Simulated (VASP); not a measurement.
# SbSe (Fm-3m) in VASP: further runs

The runs below take SbSe through single point, relaxation of cell and atoms, with PBE.

Everything below comes from runs of VASP 6.6.1. Logs are shortened: lines on timing, memory, paths and dates and some standing lists are left out, and cuts for length are marked.

## Step 1: The cell of the first run

Symmetry: Fm-3m, No. 225, cubic system. The conventional cell has a = 5.999 Å, b = 5.999 Å, c = 5.999 Å, α = 90.00°, β = 90.00°, γ = 90.00°. Sb (site symmetry m-3m) has 6 Se at 3.00 Å within 3.9 Å. Within 3.9 Å of Se (site symmetry m-3m) lie 6 Sb at 3.00 Å.

## Step 2: Single point, PBE

Input file INCAR:

```
ALGO = Normal ; EDIFF = 1E-7
ENCUT = 520 ; GGA = PE
ISIF = 2 ; ISMEAR = 0
LASPH = True ; LCHARG = False
LREAL = False ; LWAVE = False
NBANDS = 12 ; NELM = 100
PREC = Accurate ; SIGMA = 0.1
```

Input file KPOINTS:

```
k-points
0
Gamma
  16 16 16
```

Input file POSCAR:

```
SbSe
1.0
    0.0000000000      2.9996693527      2.9996693527
    2.9996693527      0.0000000000      2.9996693527
    2.9996693527      2.9996693527      0.0000000000
Sb Se
1 1
Direct
    0.0000000000      0.0000000000      0.0000000000
    0.5000000000      0.5000000000      0.5000000000
```

Potentials or basis: VASP PAW PBE potentials, release 64 (Sb, Se).

The run is started by

```bash
> cat potpaw_PBE.64/Sb/POTCAR potpaw_PBE.64/Se/POTCAR > POTCAR
> mpirun -np 1 vasp_std > vasp.out
```

OUTCAR:

```text
EDIFF = 1E-7
   ENCUT = 520
   GGA = PE
   ISIF = 2
   ISMEAR = 0
   LASPH = True
   LREAL = False
   NELM = 100
   PREC = Accurate

 ion  position               nearest neighbor table
   1  0.000  0.000  0.000-   2 3.00   2 3.00   2 3.00   2 3.00   2 3.00   2 3.00
   2  0.500  0.500  0.500-   1 3.00   1 3.00   1 3.00   1 3.00   1 3.00   1 3.00

  LATTYP: Found a face centered cubic cell.
 ALAT       =     5.9993387054

  Lattice vectors:

 A1 = (   0.0000000000,   2.9996693527,   2.9996693527)
 A2 = (   2.9996693527,   0.0000000000,   2.9996693527)
 A3 = (   2.9996693527,   2.9996693527,   0.0000000000)

Analysis of symmetry for initial positions (statically):
=====================================================================
 Subroutine PRICEL returns:
 Original cell was already a primitive cell.

 Routine SETGRP: Setting up the symmetry group for a
 face centered cubic supercell.

 Subroutine GETGRP returns: Found 48 space group operations
 (whereof 48 operations were pure point group operations)
 out of a pool of 48 trial point group operations.

The static configuration has the point symmetry O_h .

Analysis of symmetry for dynamics (positions and initial velocities):
=====================================================================
 Subroutine PRICEL returns:
 Original cell was already a primitive cell.

 Routine SETGRP: Setting up the symmetry group for a
 face centered cubic supercell.

 Subroutine GETGRP returns: Found 48 space group operations
 (whereof 48 operations were pure point group operations)
 out of a pool of 48 trial point group operations.

The dynamic configuration has the point symmetry O_h .

 Subroutine INISYM returns: Found 48 space group operations
 (whereof 48 operations are pure point group operations),
 and found     1 'primitive' translations

----------------------------------------------------------------------------------------

                                     Primitive cell

  volume of cell :      53.9821

  direct lattice vectors                    reciprocal lattice vectors
     0.000000000  2.999669353  2.999669353    -0.166685038  0.166685038  0.166685038
     2.999669353  0.000000000  2.999669353     0.166685038 -0.166685038  0.166685038
     2.999669353  2.999669353  0.000000000     0.166685038  0.166685038 -0.166685038

  length of vectors
     4.242173081  4.242173081  4.242173081     0.288706955  0.288706955  0.288706955

  position of ions in fractional coordinates (direct lattice)
[... 82 lines left out ...]
   NSW    =      0    number of steps for IOM
   IBRION =     -1    ionic relax: 0-MD 1-quasi-New 2-CG
   NFREE  =      0    steps in history (QN), initial steepest desc. (CG)
   ISIF   =      2    stress and relaxation
   ISYM   =      2    0-nonsym 1-usesym 2-fastsym
   POTIM  = 0.5000    time-step for ionic-motion
   TEBEG  =    0.0;   TEEND  =   0.0 temperature during run
   PSTRESS=    0.0 pullay stress
   NELECT =      11.0000    total number of electrons
   NUPDOWN=      -1.0000    fix difference up-down
   EMIN   =  10.00;   EMAX   =-10.00  energy-range for DOS
   EFERMI =   0.00;   METHOD = LEGACY
   ISMEAR =     0;   SIGMA  =   0.10  broadening in eV -4-tet -1-fermi 0-gaus
   EFERMI_NEDOS =   21; number of points for ismear=-14 and -15
   IALGO  =     38    algorithm
   IMIX   =      4    mixing-type and parameters
     AMIX     =   0.40;   BMIX     =  1.00
     AMIX_MAG =   1.60;   BMIX_MAG =  1.00
  volume/ion in A,a.u.               =      26.99       182.14
  Fermi-wavevector in a.u.,A,eV,Ry     =   0.963361  1.820488 12.627080  0.928064
  Thomas-Fermi vector in A             =   2.092900
   LORBIT       =      0    0 simple, 1 ext, 2 COOP (PROOUT), +10 PAW based schemes
   GGA     = PE    functional components
   LHFCALC =     F    Hartree Fock is set to
   AEXX    =    0.0000 exact exchange contribution
   IVDW    =     0    specifies the selected vdW correction
   LEPSILON=     F    determine dielectric tensor
   LRPA    =     F    only Hartree local field effects (RPA)
 non-spin polarized calculation
 Gauss-broadening in eV      SIGMA  =   0.10
  energy-cutoff  :      520.00
  volume of cell :       53.98
 maximum number of plane-waves:      1475
   NGX = 15   NGY = 15   NGZ = 15

 number of electron      11.0000000 magnetization

 Free energy of the ion-electron system (eV)
  ---------------------------------------------------
  ext. energy  EPLUGINS =         0.00000000
  ---------------------------------------------------
  free energy    TOTEN  =        -7.70328317 eV

  energy without entropy =       -7.69566845  energy(sigma->0) =       -7.69947581

 E-fermi :   6.0844     XC(G=0):  -9.6156

 val. band max:        6.0838639453   @ k =   0.4375   0.1250   0.0000
 cond. band min:       6.0857225788   @ k =  -0.2500   0.0625   0.0000
 fundamental gap:      0.0018586335
 Fermi energy:         6.0843620861

 k-point     1 :       0.0000    0.0000    0.0000
  band No.  band energies     occupation
      1      -8.6684      2.00000
      2      -1.2423      2.00000
      3       3.0779      2.00000
      4       3.0779      2.00000
      5       3.0779      2.00000
      6       8.5542      0.00000
      7       8.5542      0.00000
      8       8.5542      0.00000
      9      11.1359      0.00000
     10      11.1359      0.00000
     11      11.1359      0.00000
     12      13.1163      0.00000
[... 331 lines left out ...]
 k-point    24 :      -0.0625    0.0625    0.0000
  band No.  band energies     occupation
      1      -8.5842      2.00000
      2      -1.5347      2.00000
      3       2.9255      2.00000
      4       3.1814      2.00000
      5       3.3472      2.00000
      6       7.8941      0.00000
      7       7.9291      0.00000
      8       8.5628      0.00000
      9      11.0033      0.00000
     10      11.2514      0.00000
     11      11.5745      0.00000
     12      13.3690      0.00000

 [... further k-points ...]
[... 5 lines left out ...]
  --------------------------------------------------------------------------------------
  -------------------------------------------------------------------------------------
  Total       -0.0408834     -0.0408834     -0.0408834      0.0000000      0.0000000      0.0000000
  in kB       -1.2134082     -1.2134082     -1.2134082      0.0000000      0.0000000      0.0000000
  external PRESSURE =      -1.2134082 kB  Pullay stress =       0.0000000 kB

 VOLUME and BASIS-vectors are now :
 -----------------------------------------------------------------------------
  energy-cutoff  :      520.00
  volume of cell :       53.98
      direct lattice vectors                 reciprocal lattice vectors
     0.000000000  2.999669353  2.999669353    -0.166685038  0.166685038  0.166685038
     2.999669353  0.000000000  2.999669353     0.166685038 -0.166685038  0.166685038
     2.999669353  2.999669353  0.000000000     0.166685038  0.166685038 -0.166685038

 POSITION                                       TOTAL-FORCE (eV/Angst)
 -----------------------------------------------------------------------------------
      0.00000      0.00000      0.00000         0.000000      0.000000      0.000000
      2.99967      2.99967      2.99967         0.000000      0.000000     -0.000000
 -----------------------------------------------------------------------------------
    total drift:                                0.000000     -0.000000      0.000000

  FREE ENERGIE OF THE ION-ELECTRON SYSTEM (eV)
  ---------------------------------------------------
  free  energy   TOTEN  =        -7.7032831685 eV

  energy  without entropy=       -7.6956684468  energy(sigma->0) =       -7.69947581
```

OSZICAR:

```text
N       E                     dE             d eps       ncg     rms          rms(c)
DAV:   1     0.394887319262E+02    0.39489E+02   -0.39107E+03  3480   0.683E+02
DAV:   2    -0.512938752773E+01   -0.44618E+02   -0.42447E+02  4844   0.122E+02
DAV:   3    -0.774753724454E+01   -0.26181E+01   -0.25870E+01  4300   0.314E+01
DAV:   4    -0.776957040110E+01   -0.22033E-01   -0.22021E-01  4052   0.346E+00
DAV:   5    -0.776977587078E+01   -0.20547E-03   -0.20547E-03  4324   0.349E-01    0.419E+00
DAV:   6    -0.769914500435E+01    0.70631E-01   -0.33711E-01  3872   0.192E+00    0.245E+00
DAV:   7    -0.770225367043E+01   -0.31087E-02   -0.25379E-02  4288   0.801E-01    0.986E-01
DAV:   8    -0.770318605066E+01   -0.93238E-03   -0.27340E-03  4024   0.268E-01    0.111E-01
DAV:   9    -0.770326438584E+01   -0.78335E-04   -0.40908E-04  4220   0.997E-02    0.505E-02
DAV:  10    -0.770328243491E+01   -0.18049E-04   -0.55527E-05  4116   0.473E-02    0.885E-03
DAV:  11    -0.770328318618E+01   -0.75127E-06   -0.19195E-06  4308   0.820E-03    0.412E-03
DAV:  12    -0.770328316851E+01    0.17675E-07   -0.41727E-07  4088   0.397E-03
   1 F= -.77032832E+01 E0= -.76994758E+01  d E =-.761472E-02
```

stdout:

```text
POSCAR found type information on POSCAR SbSe
 POSCAR found :  2 types and       2 ions
 scaLAPACK will be used
 LDA part: xc-table for (Slater+PW92), standard interpolation
 POSCAR, INCAR and KPOINTS ok, starting setup
 FFT: planning ... GRIDC
 FFT: planning ... GRID_SOFT
 FFT: planning ... GRID
 WAVECAR not read
 entering main loop
```

It took 63 s on 1 thread of Intel Xeon Platinum 8124M at 3.00GHz (Skylake/Cascade Lake), shared host; peak memory 0.25 GiB.

What came out:

- Free energy: -7.7033 eV
- Pressure: -0.1 GPa

Caveat: spin-orbit coupling is left out, which moves the levels of the heavy elements.

[end of part 1 of 2]
